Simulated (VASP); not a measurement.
# MoSe in VASP: notebook

The runs below take MoSe through single point, with PBE.

All numbers are computed with VASP 6.6.1; they aren't measurements. Logs are shortened: lines on timing, memory, paths and dates and some standing lists are left out, and cuts for length are marked.

**1. The cell of the first run**

The typed cell holds 2 atoms: a = 3.471 Å, b = 3.471 Å, c = 4.373 Å, α = 90.00°, β = 90.00°, γ = 120.00°.

**2. Single point, PBE (atoms moved at random)**

File INCAR:

```
SYSTEM = MoSe
PREC     = Accurate       ! precision mode
ENCUT    = 520            ! plane-wave cutoff, eV
EDIFF    = 1E-6           ! SCF threshold, eV
ISMEAR   = -1             ! smearing method
SIGMA    = 0.05           ! smearing width, eV
LREAL    = .FALSE.        ! projectors in reciprocal space
LASPH    = .TRUE.         ! aspherical terms in the spheres
NELM     = 80             ! most SCF steps
ALGO     = Normal         ! electronic algorithm
ISIF     = 2              ! what is computed and relaxed
LWAVE    = .FALSE.        ! write WAVECAR
LCHARG   = .FALSE.        ! write CHGCAR
GGA      = PE             ! functional
NBANDS   = 17             ! bands
```

File KPOINTS:

```
Automatic mesh
0
G
  9 9 6
  0 0 0
```

File POSCAR:

```
MoSe
1.0
    3.4706685900      0.0000000000      0.0000000000
   -1.7353343000      3.0056871700      0.0000000000
    0.0000000000      0.0000000000      4.3727953400
Mo Se
1 1
Direct
    0.6638880000      0.3374930000      0.0198780000
    0.3549630000      0.6864620000      0.1184120000
```

Potentials or basis: VASP PAW PBE potentials, release 64 (Mo_sv, Se).

Command:

```
$ cat potpaw_PBE.64/Mo_sv/POTCAR potpaw_PBE.64/Se/POTCAR > POTCAR
$ mpirun -np 1 vasp_std > vasp.out
```

OUTCAR:

```text
SYSTEM = MoSe
   PREC = Accurate
   ENCUT = 520
   EDIFF = 1E-6
   ISMEAR = -1
   LREAL = .FALSE.
   LASPH = .TRUE.
   NELM = 80
   ISIF = 2
   GGA = PE

 ion  position               nearest neighbor table
   1  0.664  0.337  0.020-   2 2.00   2 2.03   2 2.12
   2  0.355  0.686  0.118-   1 2.00   1 2.03   1 2.12

  LATTYP: Found a hexagonal cell.
 ALAT       =     3.4706685900
 C/A-ratio  =     1.2599288081

  Lattice vectors:

 A1 = (   3.4706685900,   0.0000000000,   0.0000000000)
 A2 = (  -1.7353343000,   3.0056871700,   0.0000000000)
 A3 = (   0.0000000000,   0.0000000000,   4.3727953400)

Analysis of symmetry for initial positions (statically):
=====================================================================
 Subroutine PRICEL returns:
 Original cell was already a primitive cell.

 Routine SETGRP: Setting up the symmetry group for a
 hexagonal supercell.

 Subroutine GETGRP returns: Found  1 space group operations
 (whereof  1 operations were pure point group operations)
 out of a pool of 24 trial point group operations.

The static configuration has the point symmetry C_1 .

Analysis of symmetry for dynamics (positions and initial velocities):
=====================================================================
 Subroutine PRICEL returns:
 Original cell was already a primitive cell.

 Routine SETGRP: Setting up the symmetry group for a
 hexagonal supercell.

 Subroutine GETGRP returns: Found  1 space group operations
 (whereof  1 operations were pure point group operations)
 out of a pool of 24 trial point group operations.

The dynamic configuration has the point symmetry C_1 .

 Subroutine INISYM returns: Found  1 space group operations
 (whereof  1 operations are pure point group operations),
 and found     1 'primitive' translations

----------------------------------------------------------------------------------------

                                     Primitive cell

  volume of cell :      45.6159

  direct lattice vectors                    reciprocal lattice vectors
     3.470668590  0.000000000  0.000000000     0.288128922  0.166351311  0.000000000
    -1.735334300  3.005687170  0.000000000     0.000000000  0.332702621  0.000000000
     0.000000000  0.000000000  4.372795340     0.000000000  0.000000000  0.228686669

  length of vectors
     3.470668590  3.470668595  4.372795340     0.332702622  0.332702621  0.228686669

  position of ions in fractional coordinates (direct lattice)
     0.663888000  0.337493000  0.019878000
     0.354963000  0.686462000  0.118412000
[... 71 lines left out ...]
   ISPIN  =      1    spin polarized calculation?
   LNONCOLLINEAR =      F non collinear calculations
   LSORBIT =      F    spin-orbit coupling
   LASPH  =      T    aspherical Exc in radial PAW
   ENCUT  =  520.0 eV  38.22 Ry    6.18 a.u.   6.45  6.45  8.13*2*pi/ulx,y,z
   NELM   =     80;   NELMIN=  2; NELMDL= -5     # of ELM steps
   EDIFF  = 0.1E-05   stopping-criterion for ELM
   LREAL  =      F    real-space projection
   EDIFFG = 0.1E-04   stopping-criterion for IOM
   NSW    =      0    number of steps for IOM
   IBRION =     -1    ionic relax: 0-MD 1-quasi-New 2-CG
   NFREE  =      0    steps in history (QN), initial steepest desc. (CG)
   ISIF   =      2    stress and relaxation
   ISYM   =      2    0-nonsym 1-usesym 2-fastsym
   POTIM  = 0.5000    time-step for ionic-motion
   TEBEG  =    0.0;   TEEND  =   0.0 temperature during run
   PSTRESS=    0.0 pullay stress
   NELECT =      20.0000    total number of electrons
   NUPDOWN=      -1.0000    fix difference up-down
   EMIN   =  10.00;   EMAX   =-10.00  energy-range for DOS
   EFERMI =   0.00;   METHOD = LEGACY
   ISMEAR =    -1;   SIGMA  =   0.05  broadening in eV -4-tet -1-fermi 0-gaus
   EFERMI_NEDOS =   21; number of points for ismear=-14 and -15
   IALGO  =     38    algorithm
   IMIX   =      4    mixing-type and parameters
     AMIX     =   0.40;   BMIX     =  1.00
     AMIX_MAG =   1.60;   BMIX_MAG =  1.00
  volume/ion in A,a.u.               =      22.81       153.92
  Fermi-wavevector in a.u.,A,eV,Ry     =   1.243692  2.350237 21.045077  1.546770
  Thomas-Fermi vector in A             =   2.377991
   LORBIT       =      0    0 simple, 1 ext, 2 COOP (PROOUT), +10 PAW based schemes
   GGA     = PE    functional components
   LHFCALC =     F    Hartree Fock is set to
   AEXX    =    0.0000 exact exchange contribution
   IVDW    =     0    specifies the selected vdW correction
   LEPSILON=     F    determine dielectric tensor
   LRPA    =     F    only Hartree local field effects (RPA)
 non-spin polarized calculation
  energy-cutoff  :      520.00
  volume of cell :       45.62
 maximum number of plane-waves:      1264
 NGX is ok and might be reduce to    28

 number of electron      20.0000002 magnetization

 Free energy of the ion-electron system (eV)
  ---------------------------------------------------
  ext. energy  EPLUGINS =         0.00000000
  ---------------------------------------------------
  free energy    TOTEN  =        -7.92351946 eV

  energy without entropy =       -7.89550937  energy(sigma->0) =       -7.90951442

 E-fermi :   5.6586     XC(G=0):  -9.8055

 val. band max:        5.6578163256   @ k =   0.1111   0.4444   0.1667
 cond. band min:       5.6632045536   @ k =   0.2222   0.3333  -0.1667
 fundamental gap:      0.0053882280
 Fermi energy:         5.6586373538

 k-point     1 :       0.0000    0.0000    0.0000
  band No.  band energies     occupation
      1     -54.4585      2.00000
      2     -29.1394      2.00000
      3     -28.9787      2.00000
      4     -28.4288      2.00000
      5      -9.6768      2.00000
      6      -0.7562      2.00000
[... 457 lines left out ...]
      4     -28.3958      2.00000
      5      -8.2932      2.00000
      6      -0.5321      2.00000
[... 9 lines left out ...]
     16      15.7803      0.00000
     17      16.3133      0.00000

 [... further k-points ...]
[... 5 lines left out ...]
  --------------------------------------------------------------------------------------
  -------------------------------------------------------------------------------------
  Total       25.5862099     32.4541983      1.0608175     -4.0438419     -0.9290153     -0.9786814
  in kB      898.6704604   1139.8964302     37.2593418   -142.0328106    -32.6300225    -34.3744577
  external PRESSURE =     691.9420775 kB  Pullay stress =       0.0000000 kB

 VOLUME and BASIS-vectors are now :
 -----------------------------------------------------------------------------
  energy-cutoff  :      520.00
  volume of cell :       45.62
      direct lattice vectors                 reciprocal lattice vectors
     3.470668590  0.000000000  0.000000000     0.288128922  0.166351311  0.000000000
    -1.735334300  3.005687170  0.000000000     0.000000000  0.332702621  0.000000000
     0.000000000  0.000000000  4.372795340     0.000000000  0.000000000  0.228686669

 POSITION                                       TOTAL-FORCE (eV/Angst)
 -----------------------------------------------------------------------------------
      1.71847      1.01440      0.08692         2.283264      2.172985     -6.896886
      0.04072      2.06329      0.51779        -2.283264     -2.172985      6.896886
 -----------------------------------------------------------------------------------
    total drift:                               -0.000175      0.000118     -0.000011

  FREE ENERGIE OF THE ION-ELECTRON SYSTEM (eV)
  ---------------------------------------------------
  free  energy   TOTEN  =        -7.9235194590 eV

  energy  without entropy=       -7.8955093748  energy(sigma->0) =       -7.90951442
```

stdout:

```text
POSCAR found type information on POSCAR MoSe
 POSCAR found :  2 types and       2 ions
 scaLAPACK will be used
 LDA part: xc-table for (Slater+PW92), standard interpolation
 POSCAR, INCAR and KPOINTS ok, starting setup
 FFT: planning ... GRIDC
 FFT: planning ... GRID_SOFT
 FFT: planning ... GRID
 WAVECAR not read
 entering main loop
```

Wall time 4.1 min (1 thread of AMD EPYC 7R13, shared host); peak memory 0.3 GiB.

What came out:

```
Free energy            : -7.9235 eV
Pressure               : 69.2 GPa
Largest force          : 7.583 eV/Å
Band gap on the k mesh : zero (band 10 reaches 5.97 eV, above the bottom of band 11 at 5.25 eV)
```

Forces on the atoms (eV/Å):
```
Mo   2.283  2.173 -6.897
Se  -2.283 -2.173  6.897
```

Stress tensor (GPa, compression positive):
```
 89.87 -14.20  -3.44
-14.20 113.99  -3.26
 -3.44  -3.26   3.73
```

Caveat: the cell differs from its parent crystal (atoms moved at random); forces of over 1 eV/Å act on the atoms, so gaps and moduli don't describe the material at rest.

**3. Single point, PBE**

File INCAR:

```
SYSTEM = MoSe
PREC = Accurate
ENCUT = 500
EDIFF = 1E-6
ISMEAR = -1
SIGMA = 0.03
LREAL = .FALSE.
LASPH = .TRUE.
NELM = 120
ALGO = Normal
ISIF = 2
LWAVE = .FALSE.
LCHARG = .FALSE.
GGA = PE
NBANDS = 17
GGA_COMPAT = .FALSE.
```

File KPOINTS:

```
Automatic mesh
0
G
  5 5 4
  0 0 0
```

File POSCAR:

```
MoSe
1.0
    3.4706685900      0.0000000000      0.0000000000
   -1.7353343000      3.0056871700      0.0000000000
    0.0000000000      0.0000000000      4.3727953400
Mo Se
1 1
Direct
    0.6666666700      0.3333333300      0.0254445500
    0.3333333300      0.6666666700      0.1184304700
```

Potentials or basis: VASP PAW PBE potentials, release 64 (Mo_sv, Se).

Command:

```
$ cat potpaw_PBE.64/Mo_sv/POTCAR potpaw_PBE.64/Se/POTCAR > POTCAR
$ mpirun -np 1 vasp_std > vasp.out
```

Wall time 14 s (1 thread of Intel Xeon Platinum 8375C at 2.90GHz (Ice Lake), shared host); peak memory 0.16 GiB.

The run converged. Its results:

- Free energy: -7.8593 eV
- Pressure: 68.8 GPa
- Largest force: 6.490 eV/Å
- Band gap on the k mesh: zero (band 10 reaches 6.05 eV, above the bottom of band 11 at 5.66 eV)

Forces on the atoms (eV/Å):
```
Mo   0.000  0.000 -6.490
Se   0.000  0.000  6.490
```

Stress tensor (GPa, compression positive):
```
101.75   0.00   0.00
  0.00 101.75   0.00
  0.00   0.00   2.86
```

Levels at points of the mesh, in eV from the Fermi level:
```csv
k point,band 6,band 7,band 8,band 9,band 10,band 11,band 12,band 13,band 14,band 15
"(0.00, 0.00, 0.00)",-6.53,-6.53,-4.67,-0.82,0.04,0.04,4.39,7.08,8.17,8.17
"(0.00, 0.00, 0.50)",-6.51,-6.51,-5.40,-0.08,-0.08,0.55,4.98,5.93,8.11,8.11
```

Caveat: the k points lie up to 0.42 Å⁻¹ apart; forces of over 1 eV/Å act on the atoms, so gaps and moduli don't describe the material at rest.

**4. Single point, PBE**

File INCAR:

```
SYSTEM = MoSe
PREC     = Accurate       ! precision mode
ENCUT    = 500            ! plane-wave cutoff, eV
EDIFF    = 1E-6           ! SCF threshold, eV
ISMEAR   = -1             ! smearing method
SIGMA    = 0.05           ! smearing width, eV
LREAL    = .FALSE.        ! projectors in reciprocal space
LASPH    = .TRUE.         ! aspherical terms in the spheres
NELM     = 120            ! most SCF steps
ALGO     = Normal         ! electronic algorithm
ISIF     = 2              ! what is computed and relaxed
LWAVE    = .FALSE.        ! write WAVECAR
LCHARG   = .FALSE.        ! write CHGCAR
GGA      = PE             ! functional
NBANDS   = 17             ! bands
GGA_COMPAT= .FALSE.
```

File KPOINTS:

```
Automatic mesh
0
G
  9 9 6
  0 0 0
```

POSCAR is that of step 3.

Command:

```
$ cat potpaw_PBE.64/Mo_sv/POTCAR potpaw_PBE.64/Se/POTCAR > POTCAR
$ mpirun -np 1 vasp_std > vasp.out
```

It took 39 s on 1 thread of Intel Xeon Platinum 8375C at 2.90GHz (Ice Lake), shared host; peak memory 0.19 GiB.

The run converged. Its results:

```
Free energy            : -7.8771 eV
Pressure               : 70.1 GPa
Largest force          : 6.203 eV/Å
Band gap on the k mesh : zero (band 10 reaches 5.86 eV, above the bottom of band 11 at 5.52 eV)
```

Forces in eV/Å, atoms in the order of the input:
```
Mo   0.000  0.000 -6.203
Se   0.000  0.000  6.203
```

Stress tensor (GPa, compression positive):
```
104.16   0.00   0.00
  0.00 104.16   0.00
  0.00   0.00   1.95
```

Levels at points of the mesh, in eV from the Fermi level:
```tsv
k point	band 8	band 9	band 10	band 11	band 12	band 13
(0.00, 0.00, 0.00)	-4.56	-0.74	0.13	0.13	4.54	7.18
(0.00, 0.00, 0.50)	-5.29	0.01	0.01	0.61	5.17	6.02
```

Caveat: forces of over 1 eV/Å act on the atoms, so gaps and moduli don't describe the material at rest.

**5. The runs side by side**

```csv
k mesh,cutoff (eV),smearing,gap on the mesh (eV),pressure (GPa),largest force (eV/Å)
9 × 9 × 6,520,fermi-dirac 0.05 eV,none,69.2,7.58
5 × 5 × 4,500,fermi-dirac 0.03 eV,none,68.8,6.49
9 × 9 × 6,500,fermi-dirac 0.05 eV,none,70.1,6.20
```

Some of these runs hold the atoms at other places in the same cell, which the table doesn't show; runs alike in all that it shows share one row.

Alike in all rows: task single point; level PBE; potentials or basis VASP PAW PBE potentials, release 64 (Mo_sv, Se); no spin polarisation; cell as given.

Caveats: some runs use coarse meshes; forces of over 1 eV/Å act on the atoms, so gaps and moduli don't describe the material at rest.

Absolute energies hang on the potentials; compare differences alone.
